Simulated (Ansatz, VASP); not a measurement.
**C in VASP and in Ansatz**

Contents of INCAR:

```
PREC = Accurate ; ENCUT = 520
EDIFF = 1E-7 ; ISMEAR = 0
SIGMA = 0.05 ; LREAL = False
LASPH = True ; NELM = 80
ALGO = Normal ; ISIF = 2
LWAVE = False ; LCHARG = False
GGA = PE ; NBANDS = 36
```

KPOINTS

```
regular mesh
0
Gamma
  10 10 2
```

The input POSCAR:

```
C
1.0
    1.7857375322     -1.7857375322      0.0000000000
    1.7857375322      0.0000000000     -1.7857375322
    7.0563475884      7.0563475884      7.0563475884
C
12
Direct
    0.6666666667      0.6666666667      0.2741910127
    0.0000000000      0.0000000000      0.1054788464
    0.3333333333      0.3333333333      0.4429031791
    0.6666666667      0.6666666667      0.7803275118
    1.0000000000      1.0000000000      0.6116153454
    0.3333333333      0.3333333333      0.9490396781
    0.6666666667      0.6666666667      0.4007251375
    1.0000000000      1.0000000000      0.2320129712
    0.3333333333      0.3333333333      0.5694373039
    0.6666666667      0.6666666667      0.9068616365
    0.0000000000      0.0000000000      0.7381494702
    0.3333333333      0.3333333333      0.0633008048
```

Input for Ansatz:

```yaml
crystal:
  lattice:
    - [1.7857375322, -1.7857375322, 0.0]
    - [1.7857375322, 0.0, -1.7857375322]
    - [7.0563475884, 7.0563475884, 7.0563475884]
  atoms:
    - { symbol: C, position: [0.6666666667, 0.6666666667, 0.2741910127] }
    - { symbol: C, position: [0.0, 0.0, 0.1054788464] }
    - { symbol: C, position: [0.3333333333, 0.3333333333, 0.4429031791] }
    - { symbol: C, position: [0.6666666667, 0.6666666667, 0.7803275118] }
    - { symbol: C, position: [1.0, 1.0, 0.6116153454] }
    - { symbol: C, position: [0.3333333333, 0.3333333333, 0.9490396781] }
    - { symbol: C, position: [0.6666666667, 0.6666666667, 0.4007251375] }
    - { symbol: C, position: [1.0, 1.0, 0.2320129712] }
    - { symbol: C, position: [0.3333333333, 0.3333333333, 0.5694373039] }
    - { symbol: C, position: [0.6666666667, 0.6666666667, 0.9068616365] }
    - { symbol: C, position: [0.0, 0.0, 0.7381494702] }
    - { symbol: C, position: [0.3333333333, 0.3333333333, 0.0633008048] }
basis:
  ecutwfc: 420
kpoints:
  mp_grid: { grid: [10, 10, 2] }
hamiltonian:
  xc: pbe
scf:
  occupations: { method: gaussian, width: 0.05 }
output:
  forces: true
  stress: true
  eigenvalues: true
```

Alike in both runs: task single point; functional PBE; k mesh 10 × 10 × 2; occupations gaussian, width 0.05 eV; no spin polarisation.

|  | VASP | Ansatz |
| --- | --- | --- |
| version | VASP 6.6.1 | Ansatz 0.2.0 |
| potentials or method | VASP PAW PBE potentials, release 64 (C), cutoff 520 eV | scalar-relativistic, plane waves, PAW |
| valence electrons in the cell | 48 | 48 |

Ansatz gave:

```
gap on the k mesh at the Fermi level (eV)                     : 4.10
least direct gap on the mesh (eV)                             : 5.35
pressure (GPa)                                                : 7.1
traceless stress, the component that is largest in VASP (GPa) : 6.43
rms of the force components (eV/Å)                            : 1.041
```

Estimate VASP's values.

gap on the k mesh at the Fermi level (eV): 4.09; least direct gap on the mesh (eV): 5.35; pressure (GPa): 7.8; traceless stress, the component that is largest in VASP (GPa): 6.47; rms of the force components (eV/Å): 1.049.

Atom by atom the forces differ by 0.008 eV/Å (rms over components).
